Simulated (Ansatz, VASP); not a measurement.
# InGe3S2 in VASP and in Ansatz

The input INCAR:

```
SYSTEM = InGe3S2
PREC = Accurate
ENCUT = 600
EDIFF = 1E-6
ISMEAR = 0
SIGMA = 0.1
LREAL = .FALSE.
LASPH = .TRUE.
NELM = 60
ALGO = Normal
ISIF = 3
LWAVE = .FALSE.
LCHARG = .FALSE.
GGA = PE
IBRION = 2
NSW = 90
EDIFFG = -0.04
```

File KPOINTS:

```
Automatic mesh
0
G
  4 4 4
  0 0 0
```

POSCAR

```
InGe3S2
1.0
   -3.3117260000      3.3117260000      3.4253781200
    3.3117260000     -3.3117260000      3.4253781200
    3.3117260000      3.3117260000     -3.4253781200
In Ge S
1 3 2
Direct
    0.5000000000      0.5000000000      0.0000000000
    0.5000000000      0.0000000000      0.5000000000
    0.0000000000      0.5000000000      0.5000000000
    0.0000000000      0.0000000000      0.0000000000
    0.7500000000      0.2500000000      0.5000000000
    0.2500000000      0.7500000000      0.5000000000
```

Input for Ansatz:

```yaml
crystal:
  lattice:
    - [-3.311726, 3.311726, 3.42537812]
    - [3.311726, -3.311726, 3.42537812]
    - [3.311726, 3.311726, -3.42537812]
  atoms:
    - { symbol: In, position: [0.5, 0.5, 0.0] }
    - { symbol: Ge, position: [0.5, 0.0, 0.5] }
    - { symbol: Ge, position: [0.0, 0.5, 0.5] }
    - { symbol: Ge, position: [0.0, 0.0, 0.0] }
    - { symbol: S, position: [0.75, 0.25, 0.5] }
    - { symbol: S, position: [0.25, 0.75, 0.5] }
basis:
  ecutwfc: 420
kpoints:
  mp_grid: { grid: [4, 4, 4] }
hamiltonian:
  xc: pbe
scf:
  occupations: { method: gaussian, width: 0.1 }
  lower_state_search: "off"
output:
  forces: true
  stress: true
  eigenvalues: true
relax:
  adjacent_minimum: "off"
  f_tol: 0.04
  max_steps: 70
  cell: { stress_tol: 0.4 }
```

Alike in both runs: task relaxation of cell and atoms; functional PBE; k mesh 4 × 4 × 4; occupations gaussian, width 0.1 eV; no spin polarisation.

|  | VASP | Ansatz |
| --- | --- | --- |
| version | VASP 6.6.1 | Ansatz 0.2.0 |
| potentials or method | VASP PAW PBE potentials, release 64 (In_d, Ge_d, S), cutoff 600 eV | scalar-relativistic, plane waves, PAW |
| valence electrons in the cell | 67 | 67 |

Ansatz gave:

| Item | Value |
| --- | --- |
| gap on the k mesh at the Fermi level, each at its own relaxed structure (eV) | none |
| relaxed volume (Å³/atom) | 24.73 |
| relaxed length of the cell vector where the two differ most in proportion (Å) | 6.222 |

Problem. What did VASP give for the same quantities?

Solution. gap on the k mesh at the Fermi level, each at its own relaxed structure (eV): none; relaxed volume (Å³/atom): 24.72; relaxed length of the cell vector where the two differ most in proportion (Å): 6.219.

A gap of «none» marks a metal or a gap that the smearing closes.
